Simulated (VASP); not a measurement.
# SiC in VASP: a series of runs

SiC is run at these levels: PBE; tasks: single point.

Everything below comes from runs of VASP 6.6.1. Logs are shortened: lines on timing, memory, paths and dates and some standing lists are left out, and cuts for length are marked.

## Step 1: The cell of the first run

The structure is trigonal, space group P3m1 (No. 156). The conventional cell has a = 3.043 Å, b = 3.043 Å, c = 14.933 Å, α = 90.00°, β = 90.00°, γ = 120.00°. Within 2.5 Å of Si (site symmetry 3m) lie 4 C at 1.87 to 1.89 Å. Within 2.5 Å of Si (site symmetry 3m) lie 4 C at 1.86 Å. Within 2.5 Å of Si (site symmetry 3m) lie 4 C at 1.85 to 1.86 Å. Within 2.5 Å of Si (site symmetry 3m) lie 4 C at 1.87 to 1.88 Å. Si (site symmetry 3m) has 4 C at 1.85 to 1.86 Å within 2.5 Å. Si (site symmetry 3m) has 4 C at 1.87 to 1.88 Å within 2.5 Å. C (site symmetry 3m) has 4 Si at 1.86 to 1.89 Å within 2.5 Å. C (site symmetry 3m) has 4 Si at 1.86 to 1.87 Å within 2.5 Å.

## Step 2: Single point, PBE (atoms displaced along a vibrational mode, the cell strained)

INCAR

```
ALGO = Normal
EDIFF = 1E-7
ENCUT = 520
GGA = PE
ISIF = 2
ISMEAR = 0
LASPH = T
LCHARG = T
LELF = T
LREAL = F
LVHAR = T
LWAVE = F
NBANDS = 36
NELM = 100
PREC = Accurate
SIGMA = 0.05
```

KPOINTS

```
k-points
0
Gamma
  12 12 2
```

POSCAR

```
SiC
1.0
    3.0432521380      0.0000000000      0.0000000000
   -1.5216260690      2.6355336616      0.0000000000
    0.0000000000      0.0000000000     14.9327054840
Si C
6 6
Direct
    0.0000000000      0.0000000000      0.1250405817
    0.0000000000      0.0000000000      0.6250393361
    0.3333333333      0.6666666667      0.2918410209
    0.6666666667      0.3333333333      0.7917935669
    0.3333333333      0.6666666667      0.9583303597
    0.6666666667      0.3333333333      0.4582887901
    0.0000000000      0.0000000000      0.9987138814
    0.0000000000      0.0000000000      0.5006630044
    0.3333333333      0.6666666667      0.1677389114
    0.6666666667      0.3333333333      0.6659201616
    0.3333333333      0.6666666667      0.8342543950
    0.6666666667      0.3333333333      0.3323759906
```

Potentials or basis: VASP PAW PBE potentials, release 64 (Si, C).

The run is started by

```bash
cat potpaw_PBE.64/Si/POTCAR potpaw_PBE.64/C/POTCAR > POTCAR
mpirun -np 1 vasp_std > vasp.out
```

OUTCAR:

```text
EDIFF = 1E-7
   ENCUT = 520
   GGA = PE
   ISIF = 2
   ISMEAR = 0
   LASPH = T
   LREAL = F
   NELM = 100
   PREC = Accurate

 ion  position               nearest neighbor table
   1  0.000  0.000  0.125-   9 1.87   9 1.87   9 1.87   7 1.89   5 3.05   5 3.05   5 3.05   3 3.05
                             3 3.05   3 3.05
   2  0.000  0.000  0.625-   8 1.86  10 1.86  10 1.86  10 1.86   6 3.05   6 3.05   6 3.05   4 3.05
                             4 3.05   4 3.05
   3  0.333  0.667  0.292-   9 1.85  12 1.86  12 1.86  12 1.86   6 3.04   6 3.04   6 3.04   1 3.05
                             1 3.05   1 3.05
   4  0.667  0.333  0.792-  11 1.87  11 1.87  11 1.87  10 1.88   5 3.04   5 3.04   5 3.04   2 3.05
                             2 3.05   2 3.05
   5  0.333  0.667  0.958-  11 1.85   7 1.86   7 1.86   7 1.86   4 3.04   4 3.04   4 3.04   1 3.05
                             1 3.05   1 3.05
   6  0.667  0.333  0.458-   8 1.87   8 1.87   8 1.87  12 1.88   3 3.04   3 3.04   3 3.04   2 3.05
                             2 3.05   2 3.05
   7  0.000  0.000  0.999-   5 1.86   5 1.86   5 1.86   1 1.89
   8  0.000  0.000  0.501-   2 1.86   6 1.87   6 1.87   6 1.87
   9  0.333  0.667  0.168-   3 1.85   1 1.87   1 1.87   1 1.87
  10  0.667  0.333  0.666-   2 1.86   2 1.86   2 1.86   4 1.88
  11  0.333  0.667  0.834-   5 1.85   4 1.87   4 1.87   4 1.87
  12  0.667  0.333  0.332-   3 1.86   3 1.86   3 1.86   6 1.88

  LATTYP: Found a hexagonal cell.
 ALAT       =     3.0432521380
 C/A-ratio  =     4.9068249382

  Lattice vectors:

 A1 = (   3.0432521380,   0.0000000000,   0.0000000000)
 A2 = (  -1.5216260690,   2.6355336616,   0.0000000000)
 A3 = (   0.0000000000,   0.0000000000,  14.9327054840)

Analysis of symmetry for initial positions (statically):
=====================================================================
 Subroutine PRICEL returns:
 Original cell was already a primitive cell.

 Routine SETGRP: Setting up the symmetry group for a
 hexagonal supercell.

 Subroutine GETGRP returns: Found  6 space group operations
 (whereof  6 operations were pure point group operations)
 out of a pool of 24 trial point group operations.

The static configuration has the point symmetry C_3v.

Analysis of symmetry for dynamics (positions and initial velocities):
=====================================================================
 Subroutine PRICEL returns:
 Original cell was already a primitive cell.

 Routine SETGRP: Setting up the symmetry group for a
 hexagonal supercell.

[... 131 lines left out ...]
   ISYM   =      2    0-nonsym 1-usesym 2-fastsym
   POTIM  = 0.5000    time-step for ionic-motion
   TEBEG  =    0.0;   TEEND  =   0.0 temperature during run
   PSTRESS=    0.0 pullay stress
   NELECT =      48.0000    total number of electrons
   NUPDOWN=      -1.0000    fix difference up-down
   EMIN   =  10.00;   EMAX   =-10.00  energy-range for DOS
   EFERMI =   0.00;   METHOD = LEGACY
   ISMEAR =     0;   SIGMA  =   0.05  broadening in eV -4-tet -1-fermi 0-gaus
   EFERMI_NEDOS =   21; number of points for ismear=-14 and -15
   IALGO  =     38    algorithm
   IMIX   =      4    mixing-type and parameters
     AMIX     =   0.40;   BMIX     =  1.00
     AMIX_MAG =   1.60;   BMIX_MAG =  1.00
  volume/ion in A,a.u.               =       9.98        67.35
  Fermi-wavevector in a.u.,A,eV,Ry     =   1.206999  2.280897 19.821601  1.456847
  Thomas-Fermi vector in A             =   2.342650
   LORBIT       =      0    0 simple, 1 ext, 2 COOP (PROOUT), +10 PAW based schemes
   GGA     = PE    functional components
   LHFCALC =     F    Hartree Fock is set to
   AEXX    =    0.0000 exact exchange contribution
   IVDW    =     0    specifies the selected vdW correction
   LEPSILON=     F    determine dielectric tensor
   LRPA    =     F    only Hartree local field effects (RPA)
 non-spin polarized calculation
 Gauss-broadening in eV      SIGMA  =   0.05
  energy-cutoff  :      520.00
  volume of cell :      119.77
 maximum number of plane-waves:      3248
 NGX is ok and might be reduce to    24
   NGX = 11   NGY = 11   NGZ = 55

 number of electron      47.9999996 magnetization

 Free energy of the ion-electron system (eV)
  ---------------------------------------------------
  ext. energy  EPLUGINS =         0.00000000
  ---------------------------------------------------
  free energy    TOTEN  =       -90.13355539 eV

  energy without entropy =      -90.13355539  energy(sigma->0) =      -90.13355539

 E-fermi :   8.8377     XC(G=0): -11.5122

 val. band max:        8.5645222689   @ k =   0.0000   0.0000   0.0000
 cond. band min:      10.5763530467   @ k =   0.5000  -0.0000   0.0000
 fundamental gap:      2.0118307778
 Fermi energy:         8.8377223505

 k-point     1 :       0.0000    0.0000    0.0000
  band No.  band energies     occupation
      1      -7.1808      2.00000
      2      -6.6456      2.00000
      3      -6.6069      2.00000
      4      -5.0642      2.00000
      5      -5.0336      2.00000
      6      -3.4777      2.00000
[... 925 lines left out ...]
     35      16.6520      0.00000
     36      16.6586      0.00000

 [... further k-points ...]
[... 5 lines left out ...]
  --------------------------------------------------------------------------------------
  -------------------------------------------------------------------------------------
  Total        8.8750460      8.8750460      8.8380528      0.0000000     -0.0000000      0.0000000
  in kB      118.7233635    118.7233635    118.2284978      0.0000000     -0.0000000      0.0000000
  external PRESSURE =     118.5584083 kB  Pullay stress =       0.0000000 kB

 VOLUME and BASIS-vectors are now :
 -----------------------------------------------------------------------------
  energy-cutoff  :      520.00
  volume of cell :      119.77
      direct lattice vectors                 reciprocal lattice vectors
     3.043252138  0.000000000  0.000000000     0.328595842  0.189714898  0.000000000
    -1.521626069  2.635533662  0.000000000     0.000000000  0.379429796  0.000000000
     0.000000000  0.000000000 14.932705484     0.000000000  0.000000000  0.066967101

 POSITION                                       TOTAL-FORCE (eV/Angst)
 -----------------------------------------------------------------------------------
      0.00000      0.00000      1.86719         0.000000     -0.000000     -0.028610
      0.00000      0.00000      9.33353         0.000000      0.000000      0.018338
     -0.00000      1.75702      4.35798         0.000000     -0.000000      0.005164
      1.52163      0.87851     11.82362         0.000000     -0.000000      0.013859
     -0.00000      1.75702     14.31047         0.000000     -0.000000      0.011365
      1.52163      0.87851      6.84349         0.000000     -0.000000      0.012055
      0.00000      0.00000     14.91350        -0.000000     -0.000000      0.476359
      0.00000      0.00000      7.47625         0.000000     -0.000000     -0.478352
     -0.00000      1.75702      2.50480        -0.000000      0.000000     -0.452105
      1.52163      0.87851      9.94399        -0.000000      0.000000      0.438745
     -0.00000      1.75702     12.45768         0.000000      0.000000     -0.468233
      1.52163      0.87851      4.96327        -0.000000     -0.000000      0.451416
 -----------------------------------------------------------------------------------
    total drift:                               -0.000000     -0.000000      0.000188

  FREE ENERGIE OF THE ION-ELECTRON SYSTEM (eV)
  ---------------------------------------------------
  free  energy   TOTEN  =       -90.1335553896 eV

  energy  without entropy=      -90.1335553896  energy(sigma->0) =      -90.13355539
```

OSZICAR:

```text
N       E                     dE             d eps       ncg     rms          rms(c)
DAV:   1     0.123308945614E+03    0.12331E+03   -0.22073E+04  2736   0.121E+03
DAV:   2    -0.903738126838E+02   -0.21368E+03   -0.20009E+03  3524   0.207E+02
DAV:   3    -0.101718860015E+03   -0.11345E+02   -0.11268E+02  3584   0.461E+01
DAV:   4    -0.101880950888E+03   -0.16209E+00   -0.16178E+00  3504   0.633E+00
DAV:   5    -0.101884234389E+03   -0.32835E-02   -0.32809E-02  3448   0.859E-01    0.225E+01
DAV:   6    -0.905047497943E+02    0.11379E+02   -0.32571E+01  3372   0.213E+01    0.102E+01
DAV:   7    -0.901834594912E+02    0.32129E+00   -0.35035E+00  3556   0.716E+00    0.426E+00
DAV:   8    -0.901374266360E+02    0.46033E-01   -0.21636E-01  3280   0.186E+00    0.129E+00
DAV:   9    -0.901327835646E+02    0.46431E-02   -0.28790E-02  3404   0.788E-01    0.178E-01
DAV:  10    -0.901334123418E+02   -0.62878E-03   -0.20906E-03  3468   0.200E-01    0.947E-02
DAV:  11    -0.901335526900E+02   -0.14035E-03   -0.26775E-04  3204   0.914E-02    0.185E-02
DAV:  12    -0.901335533621E+02   -0.67212E-06   -0.11629E-05  3612   0.160E-02    0.840E-03
DAV:  13    -0.901335547803E+02   -0.14182E-05   -0.20997E-06  3288   0.681E-03    0.312E-03
DAV:  14    -0.901335551566E+02   -0.37630E-06   -0.11023E-07  2340   0.214E-03    0.146E-03
DAV:  15    -0.901335553676E+02   -0.21104E-06   -0.14360E-07  2152   0.190E-03    0.746E-04
DAV:  16    -0.901335553896E+02   -0.21940E-07   -0.14545E-08  1940   0.790E-04
   1 F= -.90133555E+02 E0= -.90133555E+02  d E =-.211870E-16
```

stdout:

```text
POSCAR found type information on POSCAR SiC
 POSCAR found :  2 types and      12 ions
 scaLAPACK will be used
 LDA part: xc-table for (Slater+PW92), standard interpolation
 POSCAR, INCAR and KPOINTS ok, starting setup
 FFT: planning ... GRIDC
 FFT: planning ... GRID_SOFT
 FFT: planning ... GRID
 WAVECAR not read
 entering main loop
```

Wall time 100 s (1 thread of Intel Xeon 6975P-C (Granite Rapids), shared host); peak memory 0.29 GiB.

Results:

| Item | Value |
| --- | --- |
| Free energy | -90.1336 eV |
| Pressure | 11.9 GPa |
| Largest force | 0.478 eV/Å |
| Band gap on the k mesh | 2.01 eV (least direct gap 3.12 eV) |

Forces in eV/Å, atoms in the order of the input:
```
Si   0.000  0.000 -0.029
Si   0.000  0.000  0.018
Si   0.000  0.000  0.005
Si   0.000  0.000  0.014
Si   0.000  0.000  0.011
Si   0.000  0.000  0.012
C    0.000  0.000  0.476
C    0.000  0.000 -0.478
C    0.000  0.000 -0.452
C    0.000  0.000  0.439
C    0.000  0.000 -0.468
C    0.000  0.000  0.451
```

Caveat: the cell differs from its parent crystal (atoms displaced along a vibrational mode, the cell strained); the cell stands under pressure. A k mesh can miss the band edges.

## Step 3: Single point, PBE

INCAR

```
PREC = Accurate ; ENCUT = 520
EDIFF = 1E-6 ; ISMEAR = 0
SIGMA = 0.05 ; LREAL = F
LASPH = T ; NELM = 80
ALGO = Normal ; ISIF = 2
LWAVE = F ; LCHARG = F
GGA = PE ; NBANDS = 36
```

KPOINTS

```
Automatic mesh
0
Gamma
  12 12 2
```

POSCAR

```
SiC
1.0
    3.0432521380      0.0000000000      0.0000000000
   -1.5216260690      2.6355336616      0.0000000000
    0.0000000000      0.0000000000     14.9327054840
Si C
6 6
Direct
    0.0000000000      0.0000000000      0.1250399589
    0.0000000000      0.0000000000      0.6250399589
    0.3333333333      0.6666666667      0.2918172939
    0.6666666667      0.3333333333      0.7918172939
    0.3333333333      0.6666666667      0.9583095749
    0.6666666667      0.3333333333      0.4583095749
    0.0000000000      0.0000000000      0.9996884429
    0.0000000000      0.0000000000      0.4996884429
    0.3333333333      0.6666666667      0.1668295365
    0.6666666667      0.3333333333      0.6668295365
    0.3333333333      0.6666666667      0.8333151928
    0.6666666667      0.3333333333      0.3333151928
```

Potentials or basis: VASP PAW PBE potentials, release 64 (Si, C).

The run is started by

```bash
cat potpaw_PBE.64/Si/POTCAR potpaw_PBE.64/C/POTCAR > POTCAR
mpirun -np 1 vasp_std > vasp.out
```

Wall time 85 s (1 thread of Intel Xeon 6975P-C (Granite Rapids), shared host); peak memory 0.28 GiB.

It converged, with:

- Free energy: -90.1530 eV
- Pressure: 11.8 GPa
- Largest force: 0.014 eV/Å
- Band gap on the k mesh: 2.02 eV (least direct gap 3.12 eV)

Forces in eV/Å, atoms in the order of the input:
```
Si   0.000  0.000 -0.014
Si   0.000  0.000 -0.014
Si   0.000  0.000  0.002
Si   0.000  0.000  0.002
Si   0.000  0.000  0.004
Si   0.000  0.000  0.004
C    0.000  0.000  0.008
C    0.000  0.000  0.008
C    0.000  0.000  0.001
C    0.000  0.000  0.001
C    0.000  0.000  0.000
C    0.000  0.000  0.000
```

Stress tensor (GPa, compression positive):
```
11.85  0.00  0.00
 0.00 11.85  0.00
 0.00  0.00 11.74
```

Levels at points of the mesh, in eV from the valence-band top:
| k point | band 21 | band 22 | band 23 | band 24 | band 25 | band 26 | band 27 | band 28 |
| --- | --- | --- | --- | --- | --- | --- | --- | --- |
| (0.00, 0.00, 0.00) | -0.30 | -0.04 | 0.00 | 0.00 | 5.50 | 5.66 | 6.09 | 6.60 |
| (0.50, 0.00, 0.00) | -1.84 | -1.81 | -1.69 | -1.11 | 2.02 | 2.23 | 3.28 | 3.96 |
| (0.00, 0.00, 0.50) | -0.10 | -0.10 | -0.10 | -0.10 | 5.56 | 5.56 | 6.32 | 6.32 |
| (0.50, 0.00, 0.50) | -1.74 | -1.74 | -1.32 | -1.32 | 2.07 | 2.07 | 3.49 | 3.49 |

Caveat: the cell stands under pressure. A k mesh can miss the band edges.
